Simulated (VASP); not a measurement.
# Ca (Pm-3m) in VASP: single point with LDA

Aim: the single point of Ca with LDA.

Everything below comes from runs of VASP 6.6.1. Logs are shortened: lines on timing, memory, paths and dates and some standing lists are left out, and cuts for length are marked.

## Step 1: The cell of the first run

The structure is cubic, space group Pm-3m (No. 221). Conventional cell: a = 3.489 Å, b = 3.489 Å, c = 3.489 Å, α = 90.00°, β = 90.00°, γ = 90.00°. Ca (site symmetry m-3m) has 6 Ca at 3.49 Å within 4.6 Å.

## Step 2: Single point, LDA

INCAR

```
SYSTEM = Ca
  PREC = Accurate
  ENCUT = 520
  EDIFF = 1E-7
  ISMEAR = 0
  SIGMA = 0.15
  LREAL = .False.
  LASPH = .True.
  NELM = 80
  ALGO = Fast
  ISIF = 2
  LWAVE = .False.
  LCHARG = .False.
  NBANDS = 11
```

KPOINTS

```
Automatic mesh
0
Gamma
  14 14 14
  0 0 0
```

POSCAR

```
Ca
1.0
    3.4886563400      0.0000000000      0.0000000000
    0.0000000000      3.4886563400      0.0000000000
    0.0000000000      0.0000000000      3.4886563400
Ca
1
Direct
    0.0000000000      0.0000000000      0.0000000000
```

Potentials or basis: VASP PAW LDA potentials, release 64 (Ca_sv).

The run is started by

```
> cat potpaw_LDA.64/Ca_sv/POTCAR > POTCAR
> mpirun -np 1 vasp_std > vasp.out
```

OUTCAR:

```text
SYSTEM = Ca
   PREC = Accurate
   ENCUT = 520
   EDIFF = 1E-7
   ISMEAR = 0
   LREAL = .False.
   LASPH = .True.
   NELM = 80
   ISIF = 2

 ion  position               nearest neighbor table
   1  0.000  0.000  0.000-

  LATTYP: Found a simple cubic cell.
 ALAT       =     3.4886563400

  Lattice vectors:

 A1 = (   3.4886563400,   0.0000000000,   0.0000000000)
 A2 = (   0.0000000000,   3.4886563400,   0.0000000000)
 A3 = (   0.0000000000,   0.0000000000,   3.4886563400)

Analysis of symmetry for initial positions (statically):
=====================================================================
 Subroutine PRICEL returns:
 Original cell was already a primitive cell.

 Routine SETGRP: Setting up the symmetry group for a
 simple cubic supercell.

 Subroutine GETGRP returns: Found 48 space group operations
 (whereof 48 operations were pure point group operations)
 out of a pool of 48 trial point group operations.

The static configuration has the point symmetry O_h .

Analysis of symmetry for dynamics (positions and initial velocities):
=====================================================================
 Subroutine PRICEL returns:
 Original cell was already a primitive cell.

 Routine SETGRP: Setting up the symmetry group for a
 simple cubic supercell.

 Subroutine GETGRP returns: Found 48 space group operations
 (whereof 48 operations were pure point group operations)
 out of a pool of 48 trial point group operations.

The dynamic configuration has the point symmetry O_h .

 Subroutine INISYM returns: Found 48 space group operations
 (whereof 48 operations are pure point group operations),
 and found     1 'primitive' translations

----------------------------------------------------------------------------------------

                                     Primitive cell

  volume of cell :      42.4595

  direct lattice vectors                    reciprocal lattice vectors
     3.488656340  0.000000000  0.000000000     0.286643310  0.000000000  0.000000000
     0.000000000  3.488656340  0.000000000     0.000000000  0.286643310  0.000000000
     0.000000000  0.000000000  3.488656340     0.000000000  0.000000000  0.286643310

  length of vectors
     3.488656340  3.488656340  3.488656340     0.286643310  0.286643310  0.286643310

  position of ions in fractional coordinates (direct lattice)
     0.000000000  0.000000000  0.000000000

  ion indices of the primitive-cell ions
   primitive index   ion index
                 1           1

----------------------------------------------------------------------------------------

 KPOINTS: Automatic mesh

Automatic generation of k-mesh.
 Grid dimensions read from file:
 generate k-points for:   14   14   14

 Generating k-lattice:

  Cartesian coordinates                     Fractional coordinates (reciprocal lattice)
     0.020474522  0.000000000  0.000000000     0.071428571  0.000000000  0.000000000
     0.000000000  0.020474522  0.000000000     0.000000000  0.071428571  0.000000000
     0.000000000  0.000000000  0.020474522     0.000000000  0.000000000  0.071428571

  Length of vectors
     0.020474522  0.020474522  0.020474522

  Shift w.r.t. Gamma in fractional coordinates (k-lattice)
     0.000000000  0.000000000  0.000000000

 Subroutine IBZKPT returns following result:
 ===========================================

 Found    120 irreducible k-points:

 Following reciprocal coordinates:
            Coordinates               Weight
  0.000000  0.000000  0.000000      1.000000
  0.071429  0.000000  0.000000      6.000000
  0.142857  0.000000  0.000000      6.000000
  0.214286  0.000000  0.000000      6.000000
  0.285714  0.000000  0.000000      6.000000
  0.357143  0.000000  0.000000      6.000000
[... 16 lines left out ...]
  0.285714  0.214286  0.000000     24.000000
  0.357143  0.214286  0.000000     24.000000
 [... further k-points ...]
   k-points           NKPTS =    120   k-points in BZ     NKDIM =    120   number of bands    NBANDS=     11
   number of dos      NEDOS =    301   number of ions     NIONS =      1
   total plane-waves  NPLWV =  21952
   dimension x,y,z NGX =    28 NGY =   28 NGZ =   28
   dimension x,y,z NGXF=    56 NGYF=   56 NGZF=   56
   ions per type =               1
   NGX,Y,Z   is equivalent  to a cutoff of  13.34, 13.34, 13.34 a.u.
   NGXF,Y,Z  is equivalent  to a cutoff of  26.69, 26.69, 26.69 a.u.
 SYSTEM =  Ca
   PREC   = accura    normal or accurate (medium, high low for compatibility)
   ISTART =      0    job   : 0-new  1-cont  2-samecut
   ICHARG =      2    charge: 1-file 2-atom 10-const
   ISPIN  =      1    spin polarized calculation?
   LNONCOLLINEAR =      F non collinear calculations
   LSORBIT =      F    spin-orbit coupling
   LASPH  =      T    aspherical Exc in radial PAW
   ENCUT  =  520.0 eV  38.22 Ry    6.18 a.u.   6.49  6.49  6.49*2*pi/ulx,y,z
   NELM   =     80;   NELMIN=  2; NELMDL= -5     # of ELM steps
   EDIFF  = 0.1E-06   stopping-criterion for ELM
   LREAL  =      F    real-space projection
   EDIFFG = 0.1E-05   stopping-criterion for IOM
   NSW    =      0    number of steps for IOM
   IBRION =     -1    ionic relax: 0-MD 1-quasi-New 2-CG
   NFREE  =      0    steps in history (QN), initial steepest desc. (CG)
   ISIF   =      2    stress and relaxation
   ISYM   =      2    0-nonsym 1-usesym 2-fastsym
   POTIM  = 0.5000    time-step for ionic-motion
   TEBEG  =    0.0;   TEEND  =   0.0 temperature during run
   PSTRESS=    0.0 pullay stress
   NELECT =      10.0000    total number of electrons
   NUPDOWN=      -1.0000    fix difference up-down
   EMIN   =  10.00;   EMAX   =-10.00  energy-range for DOS
   EFERMI =   0.00;   METHOD = LEGACY
   ISMEAR =     0;   SIGMA  =   0.15  broadening in eV -4-tet -1-fermi 0-gaus
   EFERMI_NEDOS =   21; number of points for ismear=-14 and -15
   IALGO  =     68    algorithm
   IMIX   =      4    mixing-type and parameters
     AMIX     =   0.40;   BMIX     =  1.00
     AMIX_MAG =   1.60;   BMIX_MAG =  1.00
  volume/ion in A,a.u.               =      42.46       286.53
  Fermi-wavevector in a.u.,A,eV,Ry     =   1.010997  1.910508 13.906725  1.022115
  Thomas-Fermi vector in A             =   2.144020
   LORBIT       =      0    0 simple, 1 ext, 2 COOP (PROOUT), +10 PAW based schemes
   GGA     = CA    functional components
   LHFCALC =     F    Hartree Fock is set to
   AEXX    =    0.0000 exact exchange contribution
   IVDW    =     0    specifies the selected vdW correction
   LEPSILON=     F    determine dielectric tensor
   LRPA    =     F    only Hartree local field effects (RPA)
 non-spin polarized calculation
 RMM-DIIS sequential band-by-band and
 Gauss-broadening in eV      SIGMA  =   0.15
  energy-cutoff  :      520.00
  volume of cell :       42.46
 maximum number of plane-waves:      1189
 NGX is ok and might be reduce to    28
   NGX = 13   NGY = 13   NGZ = 13

 number of electron      10.0000000 magnetization

 number of electron       9.9999999 magnetization

 Free energy of the ion-electron system (eV)
  ---------------------------------------------------
  ext. energy  EPLUGINS =         0.00000000
  ---------------------------------------------------
  free energy    TOTEN  =        -1.81387300 eV

  energy without entropy =       -1.80152157  energy(sigma->0) =       -1.80769728

 E-fermi :   1.6498     XC(G=0):  -7.9193

 val. band max:        1.6349067205   @ k =   0.4286   0.0714   0.0714
 cond. band min:       1.6695771782   @ k =   0.4286   0.1429   0.0000
 fundamental gap:      0.0346704577
 Fermi energy:         1.6497579402

 k-point     1 :       0.0000    0.0000    0.0000
  band No.  band energies     occupation
      1     -40.0435      2.00000
      2     -21.2173      2.00000
      3     -21.2173      2.00000
      4     -21.2173      2.00000
      5      -2.2081      2.00000
      6       2.3671      0.00000
      7       2.3671      0.00000
      8       5.7030      0.00000
      9       5.7030      0.00000
     10       5.7030      0.00000
     11      10.3392      0.00000

 k-point     2 :       0.0714    0.0000    0.0000
  band No.  band energies     occupation
      1     -40.0424      2.00000
      2     -21.2291      2.00000
      3     -21.2162      2.00000
      4     -21.2162      2.00000
      5      -2.1345      2.00000
      6       2.3890      0.00000
      7       2.3939      0.00000
      8       5.6190      0.00000
      9       5.6190      0.00000
     10       5.7085      0.00000
     11       9.8380      0.00000

 k-point     3 :       0.1429    0.0000    0.0000
  band No.  band energies     occupation
      1     -40.0395      2.00000
      2     -21.2621      2.00000
      3     -21.2134      2.00000
      4     -21.2134      2.00000
      5      -1.9174      2.00000
      6       2.4517      0.00000
      7       2.4546      0.00000
      8       5.4028      0.00000
      9       5.4028      0.00000
     10       5.7241      0.00000
     11       8.8828      0.00000

 k-point     4 :       0.2143    0.0000    0.0000
  band No.  band energies     occupation
      1     -40.0353      2.00000
      2     -21.3096      2.00000
      3     -21.2094      2.00000
      4     -21.2094      2.00000
      5      -1.5685      2.00000
      6       2.4860      0.00000
      7       2.5455      0.00000
      8       5.1279      0.00000
      9       5.1279      0.00000
     10       5.7467      0.00000
     11       7.9768      0.00000

 k-point     5 :       0.2857    0.0000    0.0000
  band No.  band energies     occupation
      1     -40.0306      2.00000
      2     -21.3617      2.00000
      3     -21.2049      2.00000
      4     -21.2049      2.00000
      5      -1.1058      2.00000
      6       2.3865      0.00000
      7       2.6547      0.00000
      8       4.8598      0.00000
      9       4.8598      0.00000
     10       5.7721      0.00000
     11       7.3221      0.00000
[... 211 lines left out ...]
 k-point    21 :       0.5000    0.1429    0.0000
  band No.  band energies     occupation
      1     -40.0185      2.00000
      2     -21.4458      2.00000
      3     -21.2400      2.00000
      4     -21.1935      2.00000
      5       0.7295      2.00000
      6       1.2544      1.99981
      7       3.0203      0.00000
      8       4.3366      0.00000
      9       4.5078      0.00000
     10       5.5795      0.00000
     11       6.8834      0.00000

 k-point    22 :       0.2143    0.2143    0.0000
  band No.  band energies     occupation
      1     -40.0272      2.00000
      2     -21.3031      2.00000
      3     -21.2973      2.00000
      4     -21.2017      2.00000
      5      -0.9562      2.00000
      6       2.6136      0.00000
      7       2.8395      0.00000
      8       4.4031      0.00000
      9       5.1214      0.00000
     10       5.3092      0.00000
     11       8.5309      0.00000

 k-point    23 :       0.2857    0.2143    0.0000
  band No.  band energies     occupation
      1     -40.0225      2.00000
      2     -21.3516      2.00000
      3     -21.2947      2.00000
      4     -21.1973      2.00000
      5      -0.5178      2.00000
      6       2.5450      0.00000
      7       2.9757      0.00000
      8       4.1949      0.00000
      9       4.9356      0.00000
     10       5.2876      0.00000
     11       7.8556      0.00000

 k-point    24 :       0.3571    0.2143    0.0000
  band No.  band energies     occupation
      1     -40.0183      2.00000
      2     -21.3972      2.00000
      3     -21.2899      2.00000
      4     -21.1934      2.00000
      5       0.0026      2.00000
      6       2.2483      0.00000
      7       3.0869      0.00000
      8       4.1689      0.00000
      9       4.7408      0.00000
     10       5.3159      0.00000
     11       7.2835      0.00000

 [... further k-points ...]
[... 5 lines left out ...]
  --------------------------------------------------------------------------------------
  -------------------------------------------------------------------------------------
  Total       -0.3190249     -0.3190249     -0.3190249      0.0000000      0.0000000     -0.0000000
  in kB      -12.0381719    -12.0381719    -12.0381719      0.0000000      0.0000000     -0.0000000
  external PRESSURE =     -12.0381719 kB  Pullay stress =       0.0000000 kB

 VOLUME and BASIS-vectors are now :
 -----------------------------------------------------------------------------
  energy-cutoff  :      520.00
  volume of cell :       42.46
      direct lattice vectors                 reciprocal lattice vectors
     3.488656340  0.000000000  0.000000000     0.286643310  0.000000000  0.000000000
     0.000000000  3.488656340  0.000000000     0.000000000  0.286643310  0.000000000
     0.000000000  0.000000000  3.488656340     0.000000000  0.000000000  0.286643310

 POSITION                                       TOTAL-FORCE (eV/Angst)
 -----------------------------------------------------------------------------------
      0.00000      0.00000      0.00000         0.000000      0.000000      0.000000
 -----------------------------------------------------------------------------------
    total drift:                               -0.000000     -0.000000     -0.000000

  FREE ENERGIE OF THE ION-ELECTRON SYSTEM (eV)
  ---------------------------------------------------
  free  energy   TOTEN  =        -1.8138730001 eV

  energy  without entropy=       -1.8015215672  energy(sigma->0) =       -1.80769728
```

Wall time 44 s (1 thread of Intel Xeon Platinum 8488C (Sapphire Rapids), shared host); peak memory 0.17 GiB.

What came out:

| Item | Value |
| --- | --- |
| Free energy | -1.8139 eV |
| Pressure | -1.2 GPa |
| Band gap on the k mesh | zero (band 5 reaches 2.28 eV, above the bottom of band 6 at 1.24 eV) |

Levels at points of the mesh, in eV from the Fermi level:
| k point | band 1 | band 2 | band 3 | band 4 | band 5 | band 6 | band 7 | band 8 | band 9 | band 10 |
| --- | --- | --- | --- | --- | --- | --- | --- | --- | --- | --- |
| (0.00, 0.00, 0.00) | -41.69 | -22.87 | -22.87 | -22.87 | -3.86 | 0.72 | 0.72 | 4.05 | 4.05 | 4.05 |
| (0.50, 0.00, 0.00) | -41.67 | -23.10 | -22.85 | -22.85 | -1.24 | -0.41 | 1.21 | 2.81 | 2.81 | 4.17 |
| (0.50, 0.50, 0.00) | -41.65 | -23.07 | -23.07 | -22.83 | -0.40 | 0.81 | 2.43 | 2.43 | 3.10 | 3.10 |
| (0.50, 0.50, 0.50) | -41.63 | -23.04 | -23.04 | -23.04 | 0.63 | 0.63 | 0.63 | 4.83 | 4.83 | 5.52 |
